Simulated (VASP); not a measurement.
# NaCl (Pm-3m) in VASP: further runs, part 3 of 3

VASP 6.6.1. Earlier steps stand in the parts before.

### Step 5. Single point, PBEsol

This run uses another cell than the first one, of 15.56 Å³/atom, 1.317 times its volume.

Input file INCAR:

```
SYSTEM = NaCl
ALGO     = Normal         ! electronic algorithm
EDIFF    = 1E-6           ! SCF threshold, eV
ENCUT    = 520            ! plane-wave cutoff, eV
GGA      = PS             ! functional
ISIF     = 2              ! what is computed and relaxed
ISMEAR   = 0              ! smearing method
LASPH    = .TRUE.         ! aspherical terms in the spheres
LCHARG   = .FALSE.        ! write CHGCAR
LREAL    = .FALSE.        ! projectors in reciprocal space
LWAVE    = .FALSE.        ! write WAVECAR
NBANDS   = 14             ! bands
NELM     = 100            ! most SCF steps
PREC     = Accurate       ! precision mode
SIGMA    = 0.05           ! smearing width, eV
```

Input file KPOINTS:

```
k-points
0
G
  10 10 10
  0 0 0
```

Input file POSCAR:

```
NaCl
1.0
    3.1454414524      0.0000000000      0.0000000000
    0.0000000000      3.1454414524      0.0000000000
    0.0000000000      0.0000000000      3.1454414524
Na Cl
1 1
Direct
    0.0000000000      0.0000000000      0.0000000000
    0.5000000000      0.5000000000      0.5000000000
```

Potentials or basis: VASP PAW PBE potentials, release 64 (Na_pv, Cl).

Run with:

```sh
$ cat potpaw_PBE.64/Na_pv/POTCAR potpaw_PBE.64/Cl/POTCAR > POTCAR
$ mpirun -np 1 vasp_std > vasp.out
```

OUTCAR:

```text
SYSTEM = NaCl
   EDIFF = 1E-6
   ENCUT = 520
   GGA = PS
   ISIF = 2
   ISMEAR = 0
   LASPH = .TRUE.
   LREAL = .FALSE.
   NELM = 100
   PREC = Accurate

 ion  position               nearest neighbor table
   1  0.000  0.000  0.000-   2 2.72   2 2.72   2 2.72   2 2.72   2 2.72   2 2.72   2 2.72   2 2.72

   2  0.500  0.500  0.500-   1 2.72   1 2.72   1 2.72   1 2.72   1 2.72   1 2.72   1 2.72   1 2.72

  LATTYP: Found a simple cubic cell.
 ALAT       =     3.1454414524

  Lattice vectors:

 A1 = (   3.1454414524,   0.0000000000,   0.0000000000)
 A2 = (   0.0000000000,   3.1454414524,   0.0000000000)
 A3 = (   0.0000000000,   0.0000000000,   3.1454414524)

Analysis of symmetry for initial positions (statically):
=====================================================================
 Subroutine PRICEL returns:
 Original cell was already a primitive cell.

 Routine SETGRP: Setting up the symmetry group for a
 simple cubic supercell.

 Subroutine GETGRP returns: Found 48 space group operations
 (whereof 48 operations were pure point group operations)
 out of a pool of 48 trial point group operations.

The static configuration has the point symmetry O_h .

Analysis of symmetry for dynamics (positions and initial velocities):
=====================================================================
 Subroutine PRICEL returns:
 Original cell was already a primitive cell.

 Routine SETGRP: Setting up the symmetry group for a
 simple cubic supercell.

 Subroutine GETGRP returns: Found 48 space group operations
 (whereof 48 operations were pure point group operations)
 out of a pool of 48 trial point group operations.

The dynamic configuration has the point symmetry O_h .

 Subroutine INISYM returns: Found 48 space group operations
 (whereof 48 operations are pure point group operations),
 and found     1 'primitive' translations

----------------------------------------------------------------------------------------

                                     Primitive cell

  volume of cell :      31.1204

  direct lattice vectors                    reciprocal lattice vectors
     3.145441452  0.000000000  0.000000000     0.317920398  0.000000000  0.000000000
     0.000000000  3.145441452  0.000000000     0.000000000  0.317920398  0.000000000
     0.000000000  0.000000000  3.145441452     0.000000000  0.000000000  0.317920398

  length of vectors
     3.145441452  3.145441452  3.145441452     0.317920398  0.317920398  0.317920398

  position of ions in fractional coordinates (direct lattice)
     0.000000000  0.000000000  0.000000000
     0.500000000  0.500000000  0.500000000

  ion indices of the primitive-cell ions
   primitive index   ion index
                 1           1
                 2           2

----------------------------------------------------------------------------------------

 KPOINTS: k-points

Automatic generation of k-mesh.
 Grid dimensions read from file:
 generate k-points for:   10   10   10

 Generating k-lattice:

  Cartesian coordinates                     Fractional coordinates (reciprocal lattice)
     0.031792040  0.000000000  0.000000000     0.100000000  0.000000000  0.000000000
     0.000000000  0.031792040  0.000000000     0.000000000  0.100000000  0.000000000
     0.000000000  0.000000000  0.031792040     0.000000000  0.000000000  0.100000000

  Length of vectors
     0.031792040  0.031792040  0.031792040

  Shift w.r.t. Gamma in fractional coordinates (k-lattice)
     0.000000000  0.000000000  0.000000000

 Subroutine IBZKPT returns following result:
 ===========================================

 Found     56 irreducible k-points:

 Following reciprocal coordinates:
            Coordinates               Weight
  0.000000  0.000000  0.000000      1.000000
  0.100000  0.000000  0.000000      6.000000
  0.200000  0.000000  0.000000      6.000000
  0.300000  0.000000  0.000000      6.000000
  0.400000  0.000000  0.000000      6.000000
  0.500000  0.000000  0.000000      3.000000
[... 16 lines left out ...]
  0.200000  0.100000  0.100000     24.000000
  0.300000  0.100000  0.100000     24.000000
 [... further k-points ...]
   k-points           NKPTS =     56   k-points in BZ     NKDIM =     56   number of bands    NBANDS=     14
   number of dos      NEDOS =    301   number of ions     NIONS =      2
   total plane-waves  NPLWV =  13824
   dimension x,y,z NGX =    24 NGY =   24 NGZ =   24
   dimension x,y,z NGXF=    48 NGYF=   48 NGZF=   48
   ions per type =               1   1
   NGX,Y,Z   is equivalent  to a cutoff of  12.68, 12.68, 12.68 a.u.
   NGXF,Y,Z  is equivalent  to a cutoff of  25.37, 25.37, 25.37 a.u.
 SYSTEM =  NaCl
   PREC   = accura    normal or accurate (medium, high low for compatibility)
   ISTART =      0    job   : 0-new  1-cont  2-samecut
   ICHARG =      2    charge: 1-file 2-atom 10-const
   ISPIN  =      1    spin polarized calculation?
   LNONCOLLINEAR =      F non collinear calculations
   LSORBIT =      F    spin-orbit coupling
   LASPH  =      T    aspherical Exc in radial PAW
   ENCUT  =  520.0 eV  38.22 Ry    6.18 a.u.   5.85  5.85  5.85*2*pi/ulx,y,z
   NELM   =    100;   NELMIN=  2; NELMDL= -5     # of ELM steps
   EDIFF  = 0.1E-05   stopping-criterion for ELM
   LREAL  =      F    real-space projection
   EDIFFG = 0.1E-04   stopping-criterion for IOM
   NSW    =      0    number of steps for IOM
   IBRION =     -1    ionic relax: 0-MD 1-quasi-New 2-CG
   NFREE  =      0    steps in history (QN), initial steepest desc. (CG)
   ISIF   =      2    stress and relaxation
   ISYM   =      2    0-nonsym 1-usesym 2-fastsym
   POTIM  = 0.5000    time-step for ionic-motion
   TEBEG  =    0.0;   TEEND  =   0.0 temperature during run
   PSTRESS=    0.0 pullay stress
   NELECT =      14.0000    total number of electrons
   NUPDOWN=      -1.0000    fix difference up-down
   EMIN   =  10.00;   EMAX   =-10.00  energy-range for DOS
   EFERMI =   0.00;   METHOD = LEGACY
   ISMEAR =     0;   SIGMA  =   0.05  broadening in eV -4-tet -1-fermi 0-gaus
   EFERMI_NEDOS =   21; number of points for ismear=-14 and -15
   IALGO  =     38    algorithm
   IMIX   =      4    mixing-type and parameters
     AMIX     =   0.40;   BMIX     =  1.00
     AMIX_MAG =   1.60;   BMIX_MAG =  1.00
  volume/ion in A,a.u.               =      15.56       105.01
  Fermi-wavevector in a.u.,A,eV,Ry     =   1.254400  2.370472 21.409017  1.573518
  Thomas-Fermi vector in A             =   2.388206
   LORBIT       =      0    0 simple, 1 ext, 2 COOP (PROOUT), +10 PAW based schemes
   GGA     = PS    functional components
   LHFCALC =     F    Hartree Fock is set to
   AEXX    =    0.0000 exact exchange contribution
   IVDW    =     0    specifies the selected vdW correction
   LEPSILON=     F    determine dielectric tensor
   LRPA    =     F    only Hartree local field effects (RPA)
 non-spin polarized calculation
 Gauss-broadening in eV      SIGMA  =   0.05
  energy-cutoff  :      520.00
  volume of cell :       31.12
 maximum number of plane-waves:       862
 NGX is ok and might be reduce to    24
   NGX = 11   NGY = 11   NGZ = 11

 number of electron      14.0000008 magnetization

 Free energy of the ion-electron system (eV)
  ---------------------------------------------------
  ext. energy  EPLUGINS =         0.00000000
  ---------------------------------------------------
  free energy    TOTEN  =        -6.36951656 eV

  energy without entropy =       -6.36951656  energy(sigma->0) =       -6.36951656

 E-fermi :   3.4312     XC(G=0): -10.0936

 val. band max:        3.1573536748   @ k =   0.5000   0.5000   0.0000
 cond. band min:       8.2256161279   @ k =   0.5000   0.5000   0.0000
 fundamental gap:      5.0682624531
 Fermi energy:         3.4312263355

 k-point     1 :       0.0000    0.0000    0.0000
  band No.  band energies     occupation
      1     -18.7261      2.00000
      2     -18.7261      2.00000
      3     -18.7261      2.00000
      4     -11.7165      2.00000
      5       2.3195      2.00000
      6       2.3195      2.00000
      7       2.3195      2.00000
      8       8.3504      0.00000
      9      10.9060      0.00000
     10      10.9060      0.00000
     11      20.1595      0.00000
     12      20.1595      0.00000
     13      20.1595      0.00000
     14      22.0005      0.00000
[... 375 lines left out ...]
 k-point    24 :       0.3000    0.1000    0.1000
  band No.  band energies     occupation
      1     -18.8209      2.00000
      2     -18.7300      2.00000
      3     -18.7265      2.00000
      4     -11.0787      2.00000
      5      -0.3770      2.00000
      6       2.1006      2.00000
      7       2.1745      2.00000
      8      10.7669      0.00000
      9      12.6044      0.00000
     10      13.5112      0.00000
     11      15.4832      0.00000
     12      16.6600      0.00000
     13      18.7684      0.00000
     14      20.6808      0.00000

 [... further k-points ...]
[... 5 lines left out ...]
  --------------------------------------------------------------------------------------
  -------------------------------------------------------------------------------------
  Total        2.9385692      2.9385692      2.9385692     -0.0000000     -0.0000000      0.0000000
  in kB      151.2870260    151.2870260    151.2870260     -0.0000000     -0.0000000      0.0000000
  external PRESSURE =     151.2870260 kB  Pullay stress =       0.0000000 kB

 VOLUME and BASIS-vectors are now :
 -----------------------------------------------------------------------------
  energy-cutoff  :      520.00
  volume of cell :       31.12
      direct lattice vectors                 reciprocal lattice vectors
     3.145441452  0.000000000  0.000000000     0.317920398  0.000000000  0.000000000
     0.000000000  3.145441452  0.000000000     0.000000000  0.317920398  0.000000000
     0.000000000  0.000000000  3.145441452     0.000000000  0.000000000  0.317920398

 POSITION                                       TOTAL-FORCE (eV/Angst)
 -----------------------------------------------------------------------------------
      0.00000      0.00000      0.00000         0.000000      0.000000      0.000000
      1.57272      1.57272      1.57272         0.000000      0.000000      0.000000
 -----------------------------------------------------------------------------------
    total drift:                                0.000000     -0.000000     -0.000000

  FREE ENERGIE OF THE ION-ELECTRON SYSTEM (eV)
  ---------------------------------------------------
  free  energy   TOTEN  =        -6.3695165626 eV

  energy  without entropy=       -6.3695165626  energy(sigma->0) =       -6.36951656
```

Wall time 5.6 s (1 thread of Intel Xeon 6975P-C (Granite Rapids), shared host); peak memory 0.14 GiB.

Results:

```yaml
Free_energy: -6.3695 eV
Pressure: 15.1 GPa
Band_gap_on_the_k_mesh: 5.07 eV, direct
```

Caveat: the PAW data sets were made with another functional, which shifts forces and pressure a little.

### Step 6. The runs side by side

```csv
cell,gap on the mesh (eV),pressure (GPa)
"a = 2.870 Å, 2 atoms",4.24,57.7
"a = 2.980 Å, 2 atoms",4.65,35.1
"a = 3.029 Å, 2 atoms",4.79,27.9
"a = 3.145 Å, 2 atoms",5.07,15.1
```

Alike in all rows: task single point; level PBEsol; potentials or basis VASP PAW PBE potentials, release 64 (Na_pv, Cl); no spin polarisation; k mesh 10 × 10 × 10; cutoff (eV) 520; smearing gaussian 0.05 eV.

Caveats: the PAW data sets were made with another functional, which shifts forces and pressure a little.

Total energies depend on the potentials used, so only differences within one code and one set of settings carry meaning.
